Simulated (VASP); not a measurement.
# LiCl in VASP: notebook, part 2 of 2

VASP 6.6.1. Earlier steps stand in the parts before.

## Step 3: Single point, r2SCAN (strain along [111] +3.3%)

File POSCAR:

```
LiCl
1.0
    0.0595803275      2.7926228713      2.7926228713
    2.7926228713      0.0595803275      2.7926228713
    2.7926228713      2.7926228713      0.0595803275
Li Cl
1 1
Direct
    0.0018820899      0.0018820899      0.0018820899
    0.2481179101      0.2481179101      0.2481179101
```

File INCAR.step1:

```
PREC = Accurate ; ENCUT = 520
ISMEAR = 0 ; SIGMA = 0.01
LREAL = False ; LASPH = True
NELM = 60 ; NBANDS = 12
GGA = PE ; ALGO = Normal
EDIFF = 1E-4 ; LWAVE = True
LCHARG = False
```

File INCAR.step2:

```
PREC = Accurate ; ENCUT = 520
EDIFF = 1E-6 ; ISMEAR = 0
SIGMA = 0.01 ; LREAL = False
LASPH = True ; NELM = 60
ALGO = Normal ; ISIF = 2
LWAVE = False ; LCHARG = True
METAGGA = R2SCAN ; LMIXTAU = True
LELF = True ; LVHAR = True
NBANDS = 12 ; ISTART = 1
```

File KPOINTS:

```
regular mesh
0
Gamma
  8 8 8
```

Potentials or basis: VASP PAW PBE potentials, release 64 (Li_sv, Cl).

On the command line:

```sh
> cat potpaw_PBE.64/Li_sv/POTCAR potpaw_PBE.64/Cl/POTCAR > POTCAR
> cp INCAR.step1 INCAR
> mpirun -np 1 vasp_std > vasp.out
> cp INCAR.step2 INCAR
> mpirun -np 1 vasp_std > vasp.out
```

OUTCAR:

```text
PREC = Accurate
   ENCUT = 520
   EDIFF = 1E-6
   ISMEAR = 0
   LREAL = False
   LASPH = True
   NELM = 60
   ISIF = 2
   METAGGA = R2SCAN
   ISTART = 1

 ion  position               nearest neighbor table
   1  0.002  0.002  0.002-   2 2.39   2 2.39   2 2.39   2 2.41
   2  0.248  0.248  0.248-   1 2.39   1 2.39   1 2.39   1 2.41

  LATTYP: Found a trigonal (rhomboedric) cell.
 ALAT       =     3.9498145296
 COS(alpha) =     0.5212162761

  Lattice vectors:

 A1 = (   0.0595803275,   2.7926228713,   2.7926228713)
 A2 = (   2.7926228713,   0.0595803275,   2.7926228713)
 A3 = (   2.7926228713,   2.7926228713,   0.0595803275)

Analysis of symmetry for initial positions (statically):
=====================================================================
 Subroutine PRICEL returns:
 Original cell was already a primitive cell.

 Routine SETGRP: Setting up the symmetry group for a
 trigonal (rhombohedral) supercell.

 Subroutine GETGRP returns: Found  6 space group operations
 (whereof  6 operations were pure point group operations)
 out of a pool of 12 trial point group operations.

The static configuration has the point symmetry C_3v.

Analysis of symmetry for dynamics (positions and initial velocities):
=====================================================================
 Subroutine PRICEL returns:
 Original cell was already a primitive cell.

 Routine SETGRP: Setting up the symmetry group for a
 trigonal (rhombohedral) supercell.

 Subroutine GETGRP returns: Found  6 space group operations
 (whereof  6 operations were pure point group operations)
 out of a pool of 12 trial point group operations.

The dynamic configuration has the point symmetry C_3v.

 Subroutine INISYM returns: Found  6 space group operations
 (whereof  6 operations are pure point group operations),
 and found     1 'primitive' translations

----------------------------------------------------------------------------------------

                                     Primitive cell

  volume of cell :      42.1641

  direct lattice vectors                    reciprocal lattice vectors
     0.059580328  2.792622871  2.792622871    -0.184877264  0.181015320  0.181015320
     2.792622871  0.059580328  2.792622871     0.181015320 -0.184877264  0.181015320
     2.792622871  2.792622871  0.059580328     0.181015320  0.181015320 -0.184877264

  length of vectors
     3.949814530  3.949814530  3.949814530     0.315773171  0.315773171  0.315773171

  position of ions in fractional coordinates (direct lattice)
     0.001882090  0.001882090  0.001882090
     0.248117910  0.248117910  0.248117910

  ion indices of the primitive-cell ions
   primitive index   ion index
                 1           1
                 2           2

----------------------------------------------------------------------------------------

 KPOINTS: regular mesh

Automatic generation of k-mesh.
 Grid dimensions read from file:
 generate k-points for:    8    8    8

 Generating k-lattice:

  Cartesian coordinates                     Fractional coordinates (reciprocal lattice)
    -0.023109658  0.022626915  0.022626915     0.125000000  0.000000000  0.000000000
     0.022626915 -0.023109658  0.022626915     0.000000000  0.125000000  0.000000000
     0.022626915  0.022626915 -0.023109658     0.000000000  0.000000000  0.125000000
[... 40 lines left out ...]
   number of dos      NEDOS =    301   number of ions     NIONS =      2
   total plane-waves  NPLWV =  27000
   dimension x,y,z NGX =    30 NGY =   30 NGZ =   30
   dimension x,y,z NGXF=    60 NGYF=   60 NGZF=   60
   ions per type =               1   1
   NGX,Y,Z   is equivalent  to a cutoff of  12.63, 12.63, 12.63 a.u.
   NGXF,Y,Z  is equivalent  to a cutoff of  25.25, 25.25, 25.25 a.u.
 SYSTEM =  unknown system
   PREC   = accura    normal or accurate (medium, high low for compatibility)
   ISTART =      1    job   : 0-new  1-cont  2-samecut
   ICHARG =      0    charge: 1-file 2-atom 10-const
   ISPIN  =      1    spin polarized calculation?
   LNONCOLLINEAR =      F non collinear calculations
   LSORBIT =      F    spin-orbit coupling
   LASPH  =      T    aspherical Exc in radial PAW
   ENCUT  =  520.0 eV  38.22 Ry    6.18 a.u.   7.34  7.34  7.34*2*pi/ulx,y,z
   NELM   =     60;   NELMIN=  2; NELMDL=  0     # of ELM steps
   EDIFF  = 0.1E-05   stopping-criterion for ELM
   LREAL  =      F    real-space projection
   EDIFFG = 0.1E-04   stopping-criterion for IOM
   NSW    =      0    number of steps for IOM
   IBRION =     -1    ionic relax: 0-MD 1-quasi-New 2-CG
   NFREE  =      0    steps in history (QN), initial steepest desc. (CG)
   ISIF   =      2    stress and relaxation
   ISYM   =      2    0-nonsym 1-usesym 2-fastsym
   POTIM  = 0.5000    time-step for ionic-motion
   TEBEG  =    0.0;   TEEND  =   0.0 temperature during run
   PSTRESS=    0.0 pullay stress
   NELECT =      10.0000    total number of electrons
   NUPDOWN=      -1.0000    fix difference up-down
   EMIN   =  10.00;   EMAX   =-10.00  energy-range for DOS
   EFERMI =   0.00;   METHOD = LEGACY
   ISMEAR =     0;   SIGMA  =   0.01  broadening in eV -4-tet -1-fermi 0-gaus
   EFERMI_NEDOS =   21; number of points for ismear=-14 and -15
   IALGO  =     38    algorithm
   IMIX   =      4    mixing-type and parameters
     AMIX     =   0.40;   BMIX     =  1.00
     AMIX_MAG =   1.60;   BMIX_MAG =  1.00
  volume/ion in A,a.u.               =      21.08       142.27
  Fermi-wavevector in a.u.,A,eV,Ry     =   1.013352  1.914958 13.971585  1.026883
  Thomas-Fermi vector in A             =   2.146516
   LORBIT       =      0    0 simple, 1 ext, 2 COOP (PROOUT), +10 PAW based schemes
   METAGGA = R2SCAN    functional components
   LHFCALC =     F    Hartree Fock is set to
   AEXX    =    0.0000 exact exchange contribution
   IVDW    =     0    specifies the selected vdW correction
   LEPSILON=     F    determine dielectric tensor
   LRPA    =     F    only Hartree local field effects (RPA)
 non-spin polarized calculation
 Gauss-broadening in eV      SIGMA  =   0.01
  energy-cutoff  :      520.00
  volume of cell :       42.16
 maximum number of plane-waves:      1147
 NGX is ok and might be reduce to    30
   NGX = 15   NGY = 15   NGZ = 15

 number of electron      10.0000003 magnetization

 Free energy of the ion-electron system (eV)
  ---------------------------------------------------
  ext. energy  EPLUGINS =         0.00000000
  ---------------------------------------------------
  free energy    TOTEN  =       -12.56975541 eV

  energy without entropy =      -12.56975541  energy(sigma->0) =      -12.56975541

 E-fermi :  -1.5377     XC(G=0):  -8.0221

 val. band max:       -1.6934367989   @ k =   0.0000   0.0000   0.0000
 cond. band min:       4.9026546269   @ k =   0.0000   0.0000   0.0000
 fundamental gap:      6.5960914258
 Fermi energy:        -1.5376852955

 k-point     1 :       0.0000    0.0000    0.0000
  band No.  band energies     occupation
      1     -45.9484      2.00000
      2     -14.9661      2.00000
      3      -1.8244      2.00000
      4      -1.6934      2.00000
      5      -1.6934      2.00000
      6       4.9027      0.00000
      7       9.0286      0.00000
      8       9.4045      0.00000
      9       9.4045      0.00000
     10      13.4909      0.00000
     11      13.4909      0.00000
     12      16.6702      0.00000
[... 331 lines left out ...]
 k-point    24 :       0.3750    0.1250    0.1250
  band No.  band energies     occupation
      1     -45.9474      2.00000
      2     -14.7727      2.00000
      3      -3.0226      2.00000
      4      -2.2284      2.00000
      5      -1.8643      2.00000
      6       6.7547      0.00000
      7       9.0886      0.00000
      8       9.8394      0.00000
      9       9.9021      0.00000
     10      12.2815      0.00000
     11      13.9890      0.00000
     12      15.7936      0.00000

 [... further k-points ...]

------------------------ aborting loop because EDIFF is reached ----------------------------------------

  FORCE on cell =-STRESS in cart. coord.  units (eV):
  Direction    XX          YY          ZZ          XY          YZ          ZX
  --------------------------------------------------------------------------------------
  -------------------------------------------------------------------------------------
  Total       -0.2946285     -0.2946285     -0.2946285     -0.0846908     -0.0846908     -0.0846908
  in kB      -11.1954604    -11.1954604    -11.1954604     -3.2181276     -3.2181276     -3.2181276
  external PRESSURE =     -11.1954604 kB  Pullay stress =       0.0000000 kB

 VOLUME and BASIS-vectors are now :
 -----------------------------------------------------------------------------
  energy-cutoff  :      520.00
  volume of cell :       42.16
      direct lattice vectors                 reciprocal lattice vectors
     0.059580328  2.792622871  2.792622871    -0.184877264  0.181015320  0.181015320
     2.792622871  0.059580328  2.792622871     0.181015320 -0.184877264  0.181015320
     2.792622871  2.792622871  0.059580328     0.181015320  0.181015320 -0.184877264

 POSITION                                       TOTAL-FORCE (eV/Angst)
 -----------------------------------------------------------------------------------
      0.01062      0.01062      0.01062        -0.009984     -0.009984     -0.009984
      1.40058      1.40058      1.40058         0.009984      0.009984      0.009984
 -----------------------------------------------------------------------------------
    total drift:                               -0.015172     -0.015172     -0.015172

  FREE ENERGIE OF THE ION-ELECTRON SYSTEM (eV)
  ---------------------------------------------------
  free  energy   TOTEN  =       -12.5697554120 eV

  energy  without entropy=      -12.5697554120  energy(sigma->0) =      -12.56975541
```

OUTCAR.step1:

```text
PREC = Accurate
   ENCUT = 520
   ISMEAR = 0
   LREAL = False
   LASPH = True
[... 583 lines left out ...]
      0.01062      0.01062      0.01062        -0.001783     -0.001783     -0.001783
      1.40058      1.40058      1.40058         0.001783      0.001783      0.001783
 -----------------------------------------------------------------------------------
    total drift:                                0.000088      0.000088      0.000088

  FREE ENERGIE OF THE ION-ELECTRON SYSTEM (eV)
  ---------------------------------------------------
  free  energy   TOTEN  =        -7.4245421419 eV

  energy  without entropy=       -7.4245421419  energy(sigma->0) =       -7.42454214
```

It took 2.2 min on 1 thread of Intel Xeon Platinum 8259CL at 2.50GHz (Skylake/Cascade Lake), shared host; peak memory 0.18 GiB.

What came out:

* Free energy: -12.5698 eV
* Largest force: 0.017 eV/Å
* Band gap on the k mesh: 6.60 eV

Forces in eV/Å, atoms in the order of the input:
```
Li  -0.010 -0.010 -0.010
Cl   0.010  0.010  0.010
```

Caveat: the cell differs from its parent crystal (strain along [111] +3.3%); the cutoff is under 1.25 times the usual one of these potentials, so pressure, stress and relaxed cells hold a basis-set (Pulay) error; the structure was generated, so it needn't be the stable form of LiCl; the PAW data sets were made with another functional, which shifts forces and pressure a little. A k mesh can miss the band edges.

## Step 4: Single point, HSE06 (strain +3.2%)

File POSCAR:

```
LiCl
1.0
    0.0000000000      2.8194066883      2.8194066883
    2.8194066883      0.0000000000      2.8194066883
    2.8194066883      2.8194066883      0.0000000000
Li Cl
1 1
Direct
    0.0000000000      0.0000000000      0.0000000000
    0.2500000000      0.2500000000      0.2500000000
```

File INCAR.step1:

```
SYSTEM = LiCl
  PREC = Accurate
  ENCUT = 520
  EDIFF = 1E-5
  ISMEAR = 0
  SIGMA = 0.01
  LREAL = .FALSE.
  LASPH = .TRUE.
  NELM = 80
  ALGO = Normal
  ISIF = 2
  LWAVE = .TRUE.
  GGA = PE
  NBANDS = 12
```

File INCAR.step2:

```
SYSTEM = LiCl
  PREC = Accurate
  ENCUT = 520
  EDIFF = 1E-6
  ISMEAR = 0
  SIGMA = 0.01
  LREAL = .FALSE.
  LASPH = .TRUE.
  NELM = 80
  ALGO = Normal
  ISIF = 2
  LWAVE = .FALSE.
  LCHARG = .TRUE.
  GGA = PE
  LHFCALC = .TRUE.
  HFSCREEN = 0.2079
  PRECFOCK = Normal
  LELF = .TRUE.
  LVHAR = .TRUE.
  ISTART = 1
  NBANDS = 12
```

File KPOINTS:

```
Automatic mesh
0
G
  6 6 6
  0 0 0
```

On the command line:

```sh
> cat potpaw_PBE.64/Li_sv/POTCAR potpaw_PBE.64/Cl/POTCAR > POTCAR
> cp INCAR.step1 INCAR
> mpirun -np 1 vasp_std > vasp.out
> cp INCAR.step2 INCAR
> mpirun -np 1 vasp_std > vasp.out
```

Wall time 7.8 min (1 thread of Intel Xeon Platinum 8259CL at 2.50GHz (Skylake/Cascade Lake), shared host); peak memory 0.28 GiB.

Results (log left out):

* Free energy: -8.4720 eV
* Band gap on the k mesh: 7.05 eV

Levels at points of the mesh, in eV from the valence-band top:
```tsv
k point	band 2	band 3	band 4	band 5	band 6	band 7	band 8	band 9
(0.00, 0.00, 0.00)	-13.73	0.00	0.00	0.00	7.05	11.57	11.57	11.57
(0.50, 0.00, 0.00)	-13.47	-1.87	-0.27	-0.27	9.49	11.68	11.71	11.71
(0.50, 0.50, 0.00)	-13.39	-1.54	-0.76	-0.76	7.96	10.95	14.28	14.96
```

Caveat: the cell differs from its parent crystal (strain +3.2%); the cutoff is under 1.25 times the usual one of these potentials, so pressure, stress and relaxed cells hold a basis-set (Pulay) error; the structure was generated, so it needn't be the stable form of LiCl; the PAW data sets were made with another functional, which shifts forces and pressure a little.

## Step 5: Overview

| level | cell | k mesh | grid for exact exchange (PRECFOCK) | share of exact exchange | screening parameter | gap on the mesh (eV) | largest force (eV/Å) |
| --- | --- | --- | --- | --- | --- | --- | --- |
| r2SCAN | a = 3.881 Å, angles 58.5°, 2 atoms, epitaxial 111 strain -1.9% | 8 × 8 × 8 | - | - | - | 6.79 | 0.02 |
| r2SCAN | a = 3.950 Å, angles 58.6°, 2 atoms, strain along [111] +3.3% | 8 × 8 × 8 | - | - | - | 6.60 | 0.02 |
| HSE06 | a = 3.987 Å, angles 60.0°, 2 atoms, strain +3.2% | 6 × 6 × 6 | Normal | 0.25 | 0.2079 1/Å | 7.05 | - |

Alike in all rows: task single point; potentials or basis VASP PAW PBE potentials, release 64 (Li_sv, Cl); no spin polarisation; cutoff (eV) 520; smearing gaussian 0.01 eV.

Caveats: the cutoff is under 1.25 times the usual one of these potentials, so pressure, stress and relaxed cells hold a basis-set (Pulay) error; the structure was generated, so it needn't be the stable form of LiCl; the PAW data sets were made with another functional, which shifts forces and pressure a little.

Total energies depend on the potentials used, so only differences within one code and one set of settings carry meaning.
